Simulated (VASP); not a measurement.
Set up this calculation in VASP 6.6.1, as the native input.

```yaml
Task: single point
Functional: PBE
Potentials_or_basis: VASP PAW PBE potentials, release 64 (Ag, Cl)
Cutoff: 520 eV
k_mesh: 6 × 6 × 6
Occupations: gaussian, width 0.01 eV
Spin: no spin polarisation
Dipole_correction: no
Further_INCAR_settings: ALGO = Normal; EDIFF = 1e-06; NBANDS = 16
```

The structure of AgCl lies in POSCAR:

```
AgCl
1.0
    3.3608056584      0.0000000000      0.0000000000
    0.0000000000      3.3608056584      0.0000000000
    0.0000000000      0.0000000000      3.3608056584
Ag Cl
1 1
Direct
    0.0000000000      0.0000000000      0.0000000000
    0.5000000000      0.5000000000      0.5000000000
```

One way to write it, as run:

INCAR

```
SYSTEM = AgCl
PREC = Accurate
ENCUT = 520
EDIFF = 1E-6
ISMEAR = 0
SIGMA = 0.01
LREAL = .False.
LASPH = .True.
NELM = 100
ALGO = Normal
ISIF = 2
LWAVE = .False.
LCHARG = .False.
GGA = PE
NBANDS = 16
```

KPOINTS

```
regular mesh
0
Gamma
  6 6 6
  0 0 0
```

Potentials or basis: VASP PAW PBE potentials, release 64 (Ag, Cl).

Command:

```console
$ cat potpaw_PBE.64/Ag/POTCAR potpaw_PBE.64/Cl/POTCAR > POTCAR
$ mpirun -np 1 vasp_std > vasp.out
```

It gave:

The pressure is 3.3 GPa. The band gap on the k mesh is 0.60 eV (least direct gap 2.31 eV).

Caveat: the cell stands under pressure.

Wall time 19 s on 1 thread of Intel Xeon 8259CL (shared host), peak memory 0.16 GiB.
